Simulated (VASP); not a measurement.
# MgO (Fm-3m) in VASP: a series of runs, part 2 of 2

VASP 6.6.1.

### 3 Relaxation of cell and atoms, r2SCAN

This run uses another cell than the first one, of 9.62 Å³/atom.

POSCAR

```
MgO
1.0
    0.0000000000      2.1268522609      2.1268522609
    2.1268522609      0.0000000000      2.1268522609
    2.1268522609      2.1268522609      0.0000000000
Mg O
1 1
Direct
    0.0000000000      0.0000000000      0.0000000000
    0.5000000000      0.5000000000      0.5000000000
```

INCAR.step1

```
SYSTEM = MgO
PREC = Accurate ; ENCUT = 920
ISMEAR = -1 ; SIGMA = 0.02
LREAL = .FALSE. ; LASPH = .TRUE.
NELM = 120 ; GGA = PE
ALGO = Normal ; EDIFF = 1E-5
LWAVE = .TRUE. ; LCHARG = .FALSE.
GGA_COMPAT = .FALSE. ; IBRION = 2
ISIF = 3 ; EDIFFG = -0.005
NELMIN = 4 ; NSW = 100
```

INCAR.step2

```
SYSTEM = MgO
PREC = Accurate ; ENCUT = 920
EDIFF = 1E-7 ; ISMEAR = -1
SIGMA = 0.02 ; LREAL = .FALSE.
LASPH = .TRUE. ; NELM = 120
ALGO = Normal ; ISIF = 3
LWAVE = .FALSE. ; LCHARG = .FALSE.
METAGGA = R2SCAN ; LMIXTAU = .TRUE.
IBRION = 2 ; NSW = 80
EDIFFG = -0.005 ; ISTART = 1
GGA_COMPAT = .FALSE. ; NELMIN = 4
```

KPOINTS

```
Automatic mesh
0
G
  10 10 10
  0 0 0
```

Potentials or basis: VASP PAW PBE potentials, release 64 (Mg_sv, O).

On the command line:

```
$ cat potpaw_PBE.64/Mg_sv/POTCAR potpaw_PBE.64/O/POTCAR > POTCAR
$ cp INCAR.step1 INCAR
$ mpirun -np 1 vasp_std > vasp.out
$ cp INCAR.step2 INCAR
$ mpirun -np 1 vasp_std > vasp.out
```

OUTCAR:

```text
SYSTEM = MgO
   PREC = Accurate
   ENCUT = 920
   EDIFF = 1E-7
   ISMEAR = -1
   LREAL = .FALSE.
   LASPH = .TRUE.
   NELM = 120
   ISIF = 3
   METAGGA = R2SCAN
   IBRION = 2
   NSW = 80
   EDIFFG = -0.005
   ISTART = 1
   NELMIN = 4

 ion  position               nearest neighbor table
   1  0.000  0.000  0.000-   2 2.13   2 2.13   2 2.13   2 2.13   2 2.13   2 2.13
   2  0.500  0.500  0.500-   1 2.13   1 2.13   1 2.13   1 2.13   1 2.13   1 2.13

  LATTYP: Found a face centered cubic cell.
 ALAT       =     4.2537045218

  Lattice vectors:

 A1 = (   0.0000000000,   2.1268522609,   2.1268522609)
 A2 = (   2.1268522609,   0.0000000000,   2.1268522609)
 A3 = (   2.1268522609,   2.1268522609,   0.0000000000)

Analysis of symmetry for initial positions (statically):
[... 302 lines left out ...]
      2     -37.5254      2.00000
      3     -37.5254      2.00000
      4     -37.5254      2.00000
      5     -15.6769      2.00000
      6       2.5229      2.00000
      7       2.5229      2.00000
      8       2.5229      2.00000
      9       8.1933      0.00000
     10      19.3997      0.00000
     11      19.3997      0.00000
     12      19.3997      0.00000
[... 331 lines left out ...]
 k-point    24 :       0.4000    0.3000    0.0000
  band No.  band energies     occupation
      1     -72.4306      2.00000
      2     -37.5848      2.00000
      3     -37.5492      2.00000
      4     -37.5468      2.00000
      5     -14.4634      2.00000
      6      -1.0457      2.00000
      7       1.2084      2.00000
      8       1.4216      2.00000
      9      13.1712      0.00000
     10      13.6946      0.00000
     11      17.3981      0.00000
     12      22.1065      0.00000

 [... further k-points ...]

------------------------ aborting loop because EDIFF is reached ----------------------------------------

  FORCE on cell =-STRESS in cart. coord.  units (eV):
  Direction    XX          YY          ZZ          XY          YZ          ZX
  --------------------------------------------------------------------------------------
  -------------------------------------------------------------------------------------
  Total       -0.0000235     -0.0000235     -0.0000235     -0.0000000      0.0000000     -0.0000000
  in kB       -0.0020208     -0.0020208     -0.0020208     -0.0000000      0.0000000     -0.0000000
  external PRESSURE =      -0.0020208 kB  Pullay stress =       0.0000000 kB
[... 17 lines left out ...]
  FREE ENERGIE OF THE ION-ELECTRON SYSTEM (eV)
  ---------------------------------------------------
  free  energy   TOTEN  =       -16.1553473209 eV

  energy  without entropy=      -16.1553473209  energy(sigma->0) =      -16.15534732

 reached required accuracy - stopping structural energy minimisation
```

OUTCAR.step1:

```text
SYSTEM = MgO
   PREC = Accurate
   ENCUT = 920
   ISMEAR = -1
   LREAL = .FALSE.
   LASPH = .TRUE.
   NELM = 120
   GGA = PE
   EDIFF = 1E-5
   IBRION = 2
[... 629 lines left out ...]
      0.00000      0.00000      0.00000        -0.000000      0.000000     -0.000000
      2.12829      2.12829      2.12829         0.000000     -0.000000      0.000000
 -----------------------------------------------------------------------------------
    total drift:                                0.000000      0.000000      0.000000

  FREE ENERGIE OF THE ION-ELECTRON SYSTEM (eV)
  ---------------------------------------------------
  free  energy   TOTEN  =       -11.8837094771 eV

  energy  without entropy=      -11.8837094771  energy(sigma->0) =      -11.88370948

 reached required accuracy - stopping structural energy minimisation
```

OSZICAR.step1:

```text
N       E                     dE             d eps       ncg     rms          rms(c)
DAV:   1     0.162742736301E+03    0.16274E+03   -0.14880E+04  1128   0.239E+03
DAV:   2    -0.676078030353E+01   -0.16950E+03   -0.16029E+03  1264   0.502E+02
DAV:   3    -0.133576989265E+02   -0.65969E+01   -0.65528E+01  1428   0.982E+01
DAV:   4    -0.134792852804E+02   -0.12159E+00   -0.12149E+00  1248   0.136E+01
DAV:   5    -0.134826433296E+02   -0.33580E-02   -0.33579E-02  1368   0.178E+00    0.863E+00
DAV:   6    -0.119097978128E+02    0.15728E+01   -0.40127E+00  1184   0.185E+01    0.293E+00
DAV:   7    -0.118943730757E+02    0.15425E-01   -0.13506E-01  1308   0.417E+00    0.172E+00
DAV:   8    -0.118841171710E+02    0.10256E-01   -0.36738E-02  1272   0.269E+00    0.261E-01
DAV:   9    -0.118834923056E+02    0.62487E-03   -0.42841E-03  1320   0.633E-01    0.105E-01
DAV:  10    -0.118836667321E+02   -0.17443E-03   -0.30841E-04  1264   0.228E-01    0.369E-02
DAV:  11    -0.118836595093E+02    0.72228E-05   -0.27610E-05  1308   0.532E-02
   1 F= -.11883660E+02 E0= -.11883660E+02  d E =-.118837E+02
       N       E                     dE             d eps       ncg     rms          rms(c)
DAV:   1    -0.118843053135E+02   -0.63858E-03   -0.13391E-02  1408   0.209E+00    0.219E-01
DAV:   2    -0.118837954955E+02    0.50982E-03   -0.93455E-04  1172   0.499E-01    0.955E-02
DAV:   3    -0.118837115115E+02    0.83984E-04   -0.23833E-04  1560   0.208E-01    0.154E-02
DAV:   4    -0.118837094771E+02    0.20344E-05   -0.16058E-05  1308   0.381E-02
   2 F= -.11883709E+02 E0= -.11883709E+02  d E =-.499677E-04
```

Wall time 5.6 min (1 thread of Intel Xeon Platinum 8259CL at 2.50GHz (Skylake/Cascade Lake), shared host); peak memory 0.19 GiB.

Results:

| Property | Result |
| --- | --- |
| Free energy | -16.1553 eV |
| Relaxed volume | 9.32 Å³/atom |
| Relaxed cell | a = 2.976 Å, b = 2.976 Å, c = 2.976 Å, α = 60.00°, β = 60.00°, γ = 60.00° |
| Space group after relaxing (to 0.1 Å) | Fm-3m (No. 225) |
| Energy gained by relaxing | 4.6 meV/atom |
| Ionic steps | 4 |
| Pressure after relaxing | 0.0 GPa |
| Band gap on the k mesh | 5.67 eV |

The path:
```tsv
step	energy change (eV)	largest force (eV/Å)	pressure (GPa)	volume (Å³)
1	0.0000	0.0000	-4.89	19.24
2	-0.0078	0.0000	1.83	18.44
3	-0.0091	0.0000	-0.14	18.65
4	-0.0091	0.0000	0.00	18.64
```

Final structure:
```yaml
crystal:
  lattice:
    - [0.00000, 2.10429, 2.10429]
    - [2.10429, 0.00000, 2.10429]
    - [2.10429, 2.10429, 0.00000]
  atoms:
    - { symbol: Mg, position: [0.00000, 0.00000, 0.00000] }
    - { symbol: O, position: [0.50000, 0.50000, 0.50000] }
```

Levels at points of the mesh, in eV from the valence-band top:
| k point | band 5 | band 6 | band 7 | band 8 | band 9 | band 10 | band 11 | band 12 |
| --- | --- | --- | --- | --- | --- | --- | --- | --- |
| (0.00, 0.00, 0.00) | -18.20 | 0.00 | 0.00 | 0.00 | 5.67 | 16.88 | 16.88 | 16.88 |
| (0.50, 0.00, 0.00) | -16.92 | -4.61 | -0.68 | -0.68 | 8.85 | 13.87 | 17.54 | 17.54 |
| (0.50, 0.50, 0.00) | -16.71 | -4.08 | -1.37 | -1.37 | 10.05 | 11.18 | 14.34 | 20.50 |

Caveat: the PAW data sets were made with another functional, which shifts forces and pressure a little. r2SCAN opens gaps a little over a GGA but as a rule still falls short of measured ones.

### 4 Single point, r2SCAN

POSCAR

```
MgO
1.0
    0.0000000000      2.1021680189      2.1021680189
    2.1021680189      0.0000000000      2.1021680189
    2.1021680189      2.1021680189      0.0000000000
Mg O
1 1
Direct
    0.0000000000      0.0000000000      0.0000000000
    0.5000000000      0.5000000000      0.5000000000
```

INCAR.step1

```
  PREC = Accurate
  ENCUT = 920
  ISMEAR = 0
  SIGMA = 0.01
  LREAL = False
  LASPH = True
  NELM = 120
  NBANDS = 15
  GGA = PE
  ALGO = Normal
  EDIFF = 1E-5
  LWAVE = True
  LCHARG = False
  GGA_COMPAT = False
```

INCAR.step2

```
  PREC = Accurate
  ENCUT = 920
  EDIFF = 1E-6
  ISMEAR = 0
  SIGMA = 0.01
  LREAL = False
  LASPH = True
  NELM = 120
  ALGO = Normal
  ISIF = 2
  LWAVE = False
  LCHARG = False
  METAGGA = R2SCAN
  LMIXTAU = True
  NBANDS = 15
  ISTART = 1
  GGA_COMPAT = False
```

KPOINTS

```
regular mesh
0
Gamma
  10 10 10
```

Potentials or basis: VASP PAW PBE potentials, release 64 (Mg_sv, O).

On the command line:

```
$ cat potpaw_PBE.64/Mg_sv/POTCAR potpaw_PBE.64/O/POTCAR > POTCAR
$ cp INCAR.step1 INCAR
$ mpirun -np 1 vasp_std > vasp.out
$ cp INCAR.step2 INCAR
$ mpirun -np 1 vasp_std > vasp.out
```

OUTCAR:

```text
PREC = Accurate
   ENCUT = 920
   EDIFF = 1E-6
   ISMEAR = 0
   LREAL = False
   LASPH = True
   NELM = 120
   ISIF = 2
   METAGGA = R2SCAN
   ISTART = 1

 ion  position               nearest neighbor table
   1  0.000  0.000  0.000-   2 2.10   2 2.10   2 2.10   2 2.10   2 2.10   2 2.10
   2  0.500  0.500  0.500-   1 2.10   1 2.10   1 2.10   1 2.10   1 2.10   1 2.10

  LATTYP: Found a face centered cubic cell.
 ALAT       =     4.2043360378

  Lattice vectors:

 A1 = (   0.0000000000,   2.1021680189,   2.1021680189)
 A2 = (   2.1021680189,   0.0000000000,   2.1021680189)
 A3 = (   2.1021680189,   2.1021680189,   0.0000000000)

Analysis of symmetry for initial positions (statically):
=====================================================================
 Subroutine PRICEL returns:
 Original cell was already a primitive cell.

 Routine SETGRP: Setting up the symmetry group for a
 face centered cubic supercell.

 Subroutine GETGRP returns: Found 48 space group operations
 (whereof 48 operations were pure point group operations)
 out of a pool of 48 trial point group operations.

The static configuration has the point symmetry O_h .

Analysis of symmetry for dynamics (positions and initial velocities):
=====================================================================
 Subroutine PRICEL returns:
 Original cell was already a primitive cell.

 Routine SETGRP: Setting up the symmetry group for a
 face centered cubic supercell.

 Subroutine GETGRP returns: Found 48 space group operations
 (whereof 48 operations were pure point group operations)
 out of a pool of 48 trial point group operations.

The dynamic configuration has the point symmetry O_h .

 Subroutine INISYM returns: Found 48 space group operations
 (whereof 48 operations are pure point group operations),
 and found     1 'primitive' translations

----------------------------------------------------------------------------------------

                                     Primitive cell

  volume of cell :      18.5794

  direct lattice vectors                    reciprocal lattice vectors
[... 119 lines left out ...]
 Gauss-broadening in eV      SIGMA  =   0.01
  energy-cutoff  :      920.00
  volume of cell :       18.58
 maximum number of plane-waves:      1243
 NGX is ok and might be reduce to    30
   NGX = 15   NGY = 15   NGZ = 15

 number of electron      15.9999999 magnetization

 Free energy of the ion-electron system (eV)
  ---------------------------------------------------
  ext. energy  EPLUGINS =         0.00000000
  ---------------------------------------------------
  free energy    TOTEN  =       -16.15467769 eV

  energy without entropy =      -16.15467769  energy(sigma->0) =      -16.15467769

 E-fermi :   2.8319     XC(G=0): -12.0718

 val. band max:        2.5441816908   @ k =   0.0000   0.0000   0.0000
 cond. band min:       8.2453808356   @ k =   0.0000   0.0000   0.0000
 fundamental gap:      5.7011991448
 Fermi energy:         2.8318646479

 k-point     1 :       0.0000    0.0000    0.0000
  band No.  band energies     occupation
      1     -72.4067      2.00000
      2     -37.4925      2.00000
      3     -37.4925      2.00000
      4     -37.4925      2.00000
      5     -15.6710      2.00000
      6       2.5442      2.00000
      7       2.5442      2.00000
      8       2.5442      2.00000
      9       8.2454      0.00000
     10      19.4390      0.00000
     11      19.4390      0.00000
     12      19.4390      0.00000
     13      23.5609      0.00000
     14      25.3989      0.00000
[... 401 lines left out ...]
      2     -37.5527      2.00000
      3     -37.5166      2.00000
      4     -37.5142      2.00000
      5     -14.4506      2.00000
      6      -1.0345      2.00000
      7       1.2253      2.00000
      8       1.4392      2.00000
      9      13.2203      0.00000
     10      13.7302      0.00000
     11      17.4532      0.00000
     12      22.1691      0.00000
     13      22.3878      0.00000
     14      28.9624      0.00000
     15      31.2194      0.00000

 [... further k-points ...]

------------------------ aborting loop because EDIFF is reached ----------------------------------------

  FORCE on cell =-STRESS in cart. coord.  units (eV):
  Direction    XX          YY          ZZ          XY          YZ          ZX
  --------------------------------------------------------------------------------------
  -------------------------------------------------------------------------------------
  Total        0.0578329      0.0578329      0.0578329      0.0000000      0.0000000     -0.0000000
  in kB        4.9871586      4.9871586      4.9871586      0.0000000      0.0000000     -0.0000000
  external PRESSURE =       4.9871586 kB  Pullay stress =       0.0000000 kB

 VOLUME and BASIS-vectors are now :
 -----------------------------------------------------------------------------
  energy-cutoff  :      920.00
  volume of cell :       18.58
      direct lattice vectors                 reciprocal lattice vectors
     0.000000000  2.102168019  2.102168019    -0.237849684  0.237849684  0.237849684
     2.102168019  0.000000000  2.102168019     0.237849684 -0.237849684  0.237849684
     2.102168019  2.102168019  0.000000000     0.237849684  0.237849684 -0.237849684

 POSITION                                       TOTAL-FORCE (eV/Angst)
 -----------------------------------------------------------------------------------
      0.00000      0.00000      0.00000        -0.000000      0.000000      0.000000
      2.10217      2.10217      2.10217         0.000000     -0.000000     -0.000000
 -----------------------------------------------------------------------------------
    total drift:                                0.000000      0.000000      0.000000

  FREE ENERGIE OF THE ION-ELECTRON SYSTEM (eV)
  ---------------------------------------------------
  free  energy   TOTEN  =       -16.1546776909 eV

  energy  without entropy=      -16.1546776909  energy(sigma->0) =      -16.15467769
```

OSZICAR.step1:

```text
N       E                     dE             d eps       ncg     rms          rms(c)
DAV:   1     0.169787544969E+03    0.16979E+03   -0.14349E+04  1410   0.191E+03
DAV:   2    -0.696663544087E+01   -0.17675E+03   -0.16670E+03  1676   0.460E+02
DAV:   3    -0.133563479630E+02   -0.63897E+01   -0.63443E+01  1896   0.824E+01
DAV:   4    -0.134751129096E+02   -0.11876E+00   -0.11875E+00  1564   0.109E+01
DAV:   5    -0.134773106336E+02   -0.21977E-02   -0.21977E-02  1838   0.128E+00    0.862E+00
DAV:   6    -0.118927483860E+02    0.15846E+01   -0.25578E+00  1508   0.148E+01    0.282E+00
DAV:   7    -0.118807749306E+02    0.11973E-01   -0.14028E-01  1669   0.349E+00    0.172E+00
DAV:   8    -0.118709959688E+02    0.97790E-02   -0.38567E-02  1711   0.226E+00    0.345E-01
DAV:   9    -0.118697570471E+02    0.12389E-02   -0.37678E-03  1571   0.571E-01    0.101E-01
DAV:  10    -0.118699505717E+02   -0.19352E-03   -0.29063E-04  1725   0.185E-01    0.473E-02
DAV:  11    -0.118699414468E+02    0.91249E-05   -0.25270E-05  1746   0.494E-02
   1 F= -.11869941E+02 E0= -.11869941E+02  d E =-.161292E-15
```

Wall time 4.8 min (1 thread of AMD EPYC 7R43 (Zen 3), shared host); peak memory 0.15 GiB.

What came out:

| Quantity | Value |
| --- | --- |
| Free energy | -16.1547 eV |
| Pressure | 0.5 GPa |
| Band gap on the k mesh | 5.70 eV |

Caveat: the PAW data sets were made with another functional, which shifts forces and pressure a little.

### 5 Summary

```tsv
task	cell	smearing	gap on the mesh (eV)	pressure (GPa)
single point	a = 2.973 Å, angles 60.0°, 2 atoms	fermi-dirac 0.02 eV	5.70	0.5
relaxation of cell and atoms	relaxed from a = 3.008 Å, angles 60.0°, 2 atoms	fermi-dirac 0.02 eV	5.67	0.0
single point	a = 2.973 Å, angles 60.0°, 2 atoms	gaussian 0.01 eV	5.70	0.5
```

Alike in all rows: level r2SCAN; potentials or basis VASP PAW PBE potentials, release 64 (Mg_sv, O); no spin polarisation; k mesh 10 × 10 × 10; cutoff (eV) 920.

Caveats: the PAW data sets were made with another functional, which shifts forces and pressure a little.

Total energies depend on the potentials used, so only differences within one code and one set of settings carry meaning.

### 6 Against experiment

Step 2. A measured gap of MgO is 7.83 eV (quoted in “Electronic structure of alkaline earth and post-transition metal oxides”, 2009, arxiv:0908.1581); the calculated 5.70 eV misses it by -2.13 eV. The value is that of r2SCAN, without temperature or zero-point motion.

Step 4. A measured gap of MgO is 7.83 eV (quoted in “Electronic structure of alkaline earth and post-transition metal oxides”, 2009, arxiv:0908.1581); the calculated 5.70 eV misses it by -2.13 eV. The value is that of r2SCAN, without temperature or zero-point motion.
